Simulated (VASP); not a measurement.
# SnSe in VASP: single point with LDA

Aim: the single point of SnSe with LDA.

Everything below comes from runs of VASP 6.6.1. Logs are shortened: lines on timing, memory, paths and dates and some standing lists are left out, and cuts for length are marked.

## Step 1: The cell of the first run

The cell holds a slab with vacuum, 4 atoms: a = 4.456 Å, b = 4.100 Å, c = 10.949 Å, α = 85.77°, β = 88.31°, γ = 88.05°.

## Step 2: Single point, LDA (atoms moved at random and the cell strained at random)

INCAR reads:

```
SYSTEM = SnSe
PREC = Accurate
ENCUT = 520
EDIFF = 1E-6
ISMEAR = 0
SIGMA = 0.05
LREAL = .False.
LASPH = .True.
NELM = 60
ALGO = Normal
ISIF = 2
LWAVE = .False.
LCHARG = .False.
GGA = CA
NBANDS = 28
```

KPOINTS reads:

```
regular mesh
0
Gamma
  6 6 4
  0 0 0
```

POSCAR reads:

```
SnSe
1.0
    4.4549276655      0.0715227632      0.0630341067
    0.0715227632      4.0965782793      0.1538862774
    0.1616652340      0.3946761898     10.9405634907
Sn Se
2 2
Direct
    0.5487698168     -0.0443922620      0.3668222694
   -0.0043502410      0.4886960863      0.6244822962
    0.4398827416      0.0081427706      0.5965915406
    0.0156976826      0.5475534051      0.4121038937
```

Potentials or basis: VASP PAW LDA potentials, release 64 (Sn_d, Se).

On the command line:

```
> cat potpaw_LDA.64/Sn_d/POTCAR potpaw_LDA.64/Se/POTCAR > POTCAR
> mpirun -np 1 vasp_std > vasp.out
```

OUTCAR:

```text
SYSTEM = SnSe
   PREC = Accurate
   ENCUT = 520
   EDIFF = 1E-6
   ISMEAR = 0
   LREAL = .False.
   LASPH = .True.
   NELM = 60
   ISIF = 2
   GGA = CA

 ion  position               nearest neighbor table
   1  0.549  0.956  0.367-   3 2.57   4 2.66   4 2.96
   2  0.996  0.489  0.624-   4 2.32   3 2.77   3 2.95   3 3.22   3 3.25
   3  0.440  0.008  0.597-   1 2.57   2 2.77   2 2.95   2 3.22   2 3.25
   4  0.016  0.548  0.412-   2 2.32   1 2.66   1 2.96

  LATTYP: Found a triclinic cell.
 ALAT       =     4.4559476331
 B/A-ratio  =     1.3356911611
 C/A-ratio  =     2.9026239392
 COS(alpha) =     0.0152091241
 COS(beta)  =     0.3802487400
 COS(gamma) =     0.7252481119

  Lattice vectors:

 A1 = (  -4.4549276655,  -0.0715227632,  -0.0630341067)
 A2 = (  -4.3834049023,   4.0250555161,   0.0908521707)
 A3 = (  -4.6881156627,  -4.5627772323, -11.1574838748)

Analysis of symmetry for initial positions (statically):
=====================================================================
 Subroutine PRICEL returns:
 Original cell was already a primitive cell.

 Routine SETGRP: Setting up the symmetry group for a
 triclinic supercell.

 Subroutine GETGRP returns: Found  1 space group operations
 (whereof  1 operations were pure point group operations)
 out of a pool of  2 trial point group operations.

The static configuration has the point symmetry C_1 .

Analysis of symmetry for dynamics (positions and initial velocities):
=====================================================================
 Subroutine PRICEL returns:
 Original cell was already a primitive cell.

 Routine SETGRP: Setting up the symmetry group for a
 triclinic supercell.

 Subroutine GETGRP returns: Found  1 space group operations
 (whereof  1 operations were pure point group operations)
 out of a pool of  2 trial point group operations.

The dynamic configuration has the point symmetry C_1 .

 Subroutine INISYM returns: Found  1 space group operations
 (whereof  1 operations are pure point group operations),
 and found     1 'primitive' translations

----------------------------------------------------------------------------------------

                                     Primitive cell

  volume of cell :     199.3001

  direct lattice vectors                    reciprocal lattice vectors
     4.454927665  0.071522763  0.063034107     0.224576581 -0.003801409 -0.003181363
     0.071522763  4.096578279  0.153886277    -0.003801409  0.244501752 -0.008764125
     0.161665234  0.394676190 10.940563491    -0.001240430 -0.003417177  0.091544573

  length of vectors
     4.455947633  4.100091473 10.948873661     0.224631281  0.244688306  0.091616727

  position of ions in fractional coordinates (direct lattice)
     0.548769817  0.955607738  0.366822269
     0.995649759  0.488696086  0.624482296
     0.439882742  0.008142771  0.596591541
     0.015697683  0.547553405  0.412103894

  ion indices of the primitive-cell ions
   primitive index   ion index
                 1           1
                 2           2
                 3           3
                 4           4

----------------------------------------------------------------------------------------

 KPOINTS: regular mesh

Automatic generation of k-mesh.
 Grid dimensions read from file:
 generate k-points for:    6    6    4

 Generating k-lattice:

  Cartesian coordinates                     Fractional coordinates (reciprocal lattice)
     0.037429430 -0.000633568 -0.000530227     0.166666667 -0.000000000 -0.000000000
    -0.000633568  0.040750292 -0.001460687    -0.000000000  0.166666667  0.000000000
    -0.000310107 -0.000854294  0.022886143     0.000000000  0.000000000  0.250000000

  Length of vectors
     0.037438547  0.040781384  0.022904182

  Shift w.r.t. Gamma in fractional coordinates (k-lattice)
     0.000000000  0.000000000  0.000000000

 Subroutine IBZKPT returns following result:
 ===========================================

 Found     76 irreducible k-points:

 Following reciprocal coordinates:
            Coordinates               Weight
  0.000000  0.000000  0.000000      1.000000
  0.166667 -0.000000  0.000000      2.000000
  0.333333 -0.000000  0.000000      2.000000
  0.500000  0.000000  0.000000      1.000000
  0.000000  0.166667 -0.000000      2.000000
  0.166667  0.166667  0.000000      2.000000
[... 16 lines left out ...]
  0.333333 -0.000000  0.250000      2.000000
  0.500000  0.000000  0.250000      2.000000
 [... further k-points ...]
   k-points           NKPTS =     76   k-points in BZ     NKDIM =     76   number of bands    NBANDS=     28
   number of dos      NEDOS =    301   number of ions     NIONS =      4
   total plane-waves  NPLWV =  90720
   dimension x,y,z NGX =    36 NGY =   30 NGZ =   84
   dimension x,y,z NGXF=    72 NGYF=   60 NGZF=  168
   ions per type =               2   2
   NGX,Y,Z   is equivalent  to a cutoff of  13.43, 12.16, 12.75 a.u.
   NGXF,Y,Z  is equivalent  to a cutoff of  26.86, 24.33, 25.51 a.u.
 SYSTEM =  SnSe
   PREC   = accura    normal or accurate (medium, high low for compatibility)
   ISTART =      0    job   : 0-new  1-cont  2-samecut
   ICHARG =      2    charge: 1-file 2-atom 10-const
   ISPIN  =      1    spin polarized calculation?
   LNONCOLLINEAR =      F non collinear calculations
   LSORBIT =      F    spin-orbit coupling
   LASPH  =      T    aspherical Exc in radial PAW
   ENCUT  =  520.0 eV  38.22 Ry    6.18 a.u.   8.29  7.62 20.36*2*pi/ulx,y,z
   NELM   =     60;   NELMIN=  2; NELMDL= -5     # of ELM steps
   EDIFF  = 0.1E-05   stopping-criterion for ELM
   LREAL  =      F    real-space projection
[... 7 lines left out ...]
   TEBEG  =    0.0;   TEEND  =   0.0 temperature during run
   PSTRESS=    0.0 pullay stress
   NELECT =      40.0000    total number of electrons
   NUPDOWN=      -1.0000    fix difference up-down
   EMIN   =  10.00;   EMAX   =-10.00  energy-range for DOS
   EFERMI =   0.00;   METHOD = LEGACY
   ISMEAR =     0;   SIGMA  =   0.05  broadening in eV -4-tet -1-fermi 0-gaus
   EFERMI_NEDOS =   21; number of points for ismear=-14 and -15
   IALGO  =     38    algorithm
   IMIX   =      4    mixing-type and parameters
     AMIX     =   0.40;   BMIX     =  1.00
     AMIX_MAG =   1.60;   BMIX_MAG =  1.00
  volume/ion in A,a.u.               =      49.83       336.24
  Fermi-wavevector in a.u.,A,eV,Ry     =   0.958500  1.811303 12.499986  0.918723
  Thomas-Fermi vector in A             =   2.087613
   LORBIT       =      0    0 simple, 1 ext, 2 COOP (PROOUT), +10 PAW based schemes
   GGA     = CA    functional components
   LHFCALC =     F    Hartree Fock is set to
   AEXX    =    0.0000 exact exchange contribution
   IVDW    =     0    specifies the selected vdW correction
   LEPSILON=     F    determine dielectric tensor
   LRPA    =     F    only Hartree local field effects (RPA)
 non-spin polarized calculation
 Gauss-broadening in eV      SIGMA  =   0.05
  energy-cutoff  :      520.00
  volume of cell :      199.30
 maximum number of plane-waves:      5394
 NGX is ok and might be reduce to    36
   NGX = 17   NGY = 15   NGZ = 41

 number of electron      40.0000005 magnetization

 Free energy of the ion-electron system (eV)
  ---------------------------------------------------
  ext. energy  EPLUGINS =         0.00000000
  ---------------------------------------------------
  free energy    TOTEN  =       -17.58690532 eV

  energy without entropy =      -17.58690532  energy(sigma->0) =      -17.58690532

 E-fermi :   0.7368     XC(G=0):  -6.2063

 val. band max:        0.5299537878   @ k =   0.0000   0.0000   0.0000
 cond. band min:       1.2748258711   @ k =   0.0000   0.3333   0.2500
 fundamental gap:      0.7448720833
 Fermi energy:         0.7367746095

 k-point     1 :       0.0000    0.0000    0.0000
  band No.  band energies     occupation
      1     -20.6756      2.00000
      2     -20.6631      2.00000
      3     -20.6208      2.00000
      4     -20.5927      2.00000
      5     -20.5510      2.00000
      6     -20.5043      2.00000
[... 20 lines left out ...]
     27       6.4139      0.00000
     28       6.4976      0.00000

 k-point     2 :       0.1667   -0.0000    0.0000
  band No.  band energies     occupation
      1     -20.6772      2.00000
      2     -20.6623      2.00000
      3     -20.6181      2.00000
      4     -20.5931      2.00000
      5     -20.5517      2.00000
      6     -20.5035      2.00000
[... 20 lines left out ...]
     27       6.0387      0.00000
     28       6.5612      0.00000

 k-point     3 :       0.3333   -0.0000    0.0000
  band No.  band energies     occupation
      1     -20.6806      2.00000
      2     -20.6603      2.00000
      3     -20.6128      2.00000
      4     -20.5940      2.00000
      5     -20.5528      2.00000
      6     -20.5019      2.00000
[... 20 lines left out ...]
     27       5.8715      0.00000
     28       6.4278      0.00000

 k-point     4 :       0.5000    0.0000    0.0000
  band No.  band energies     occupation
      1     -20.6824      2.00000
      2     -20.6592      2.00000
      3     -20.6100      2.00000
      4     -20.5946      2.00000
      5     -20.5534      2.00000
      6     -20.5012      2.00000
[... 578 lines left out ...]
     27       6.0402      0.00000
     28       6.5356      0.00000

 k-point    23 :       0.3333   -0.0000    0.2500
  band No.  band energies     occupation
      1     -20.6806      2.00000
      2     -20.6603      2.00000
      3     -20.6128      2.00000
      4     -20.5940      2.00000
      5     -20.5528      2.00000
      6     -20.5019      2.00000
[... 20 lines left out ...]
     27       5.9242      0.00000
     28       6.4279      0.00000

 k-point    24 :       0.5000    0.0000    0.2500
  band No.  band energies     occupation
      1     -20.6824      2.00000
      2     -20.6592      2.00000
      3     -20.6100      2.00000
      4     -20.5946      2.00000
      5     -20.5534      2.00000
      6     -20.5012      2.00000
[... 20 lines left out ...]
     27       6.3591      0.00000
     28       6.6820      0.00000

 [... further k-points ...]

------------------------ aborting loop because EDIFF is reached ----------------------------------------

  FORCE on cell =-STRESS in cart. coord.  units (eV):
  Direction    XX          YY          ZZ          XY          YZ          ZX
  --------------------------------------------------------------------------------------
  -------------------------------------------------------------------------------------
  Total       -0.7242494      0.7348074     11.2817269     -1.6848276     -0.8498625      0.6131817
  in kB       -5.8222545      5.9071303     90.6940096    -13.5443600     -6.8320601      4.9293788
  external PRESSURE =      30.2596285 kB  Pullay stress =       0.0000000 kB

 VOLUME and BASIS-vectors are now :
 -----------------------------------------------------------------------------
  energy-cutoff  :      520.00
  volume of cell :      199.30
      direct lattice vectors                 reciprocal lattice vectors
     4.454927665  0.071522763  0.063034107     0.224576581 -0.003801409 -0.003181363
     0.071522763  4.096578279  0.153886277    -0.003801409  0.244501752 -0.008764125
     0.161665234  0.394676190 10.940563491    -0.001240430 -0.003417177  0.091544573

 POSITION                                       TOTAL-FORCE (eV/Angst)
 -----------------------------------------------------------------------------------
      2.57238      4.09875      4.19489        -0.183214      0.539350     -0.656266
      4.57146      2.31966      6.97015        -0.168286     -0.223922      3.975044
      2.05668      0.30028      6.55603         0.488438     -0.034723      0.888031
      0.17572      2.40687      4.59390        -0.136938     -0.280704     -4.206808
 -----------------------------------------------------------------------------------
    total drift:                               -0.000472      0.000531     -0.001386

  FREE ENERGIE OF THE ION-ELECTRON SYSTEM (eV)
  ---------------------------------------------------
  free  energy   TOTEN  =       -17.5869053226 eV

  energy  without entropy=      -17.5869053226  energy(sigma->0) =      -17.58690532
```

Run time: 6.7 min. Hardware: 1 thread of AMD EPYC 7R43 (Zen 3), shared host; peak memory 0.45 GiB.

What came out:

| Item | Value |
| --- | --- |
| Free energy | -17.5869 eV |
| Largest force | 4.218 eV/Å |
| Band gap on the k mesh | 0.74 eV (least direct gap 1.14 eV) |

Forces in eV/Å, atoms in the order of the input:
```
Sn  -0.183  0.539 -0.656
Sn  -0.168 -0.224  3.975
Se   0.488 -0.035  0.888
Se  -0.137 -0.281 -4.207
```

Caveat: the cell differs from its parent crystal (atoms moved at random and the cell strained at random); spin-orbit coupling is left out, which moves the levels of the heavy elements.
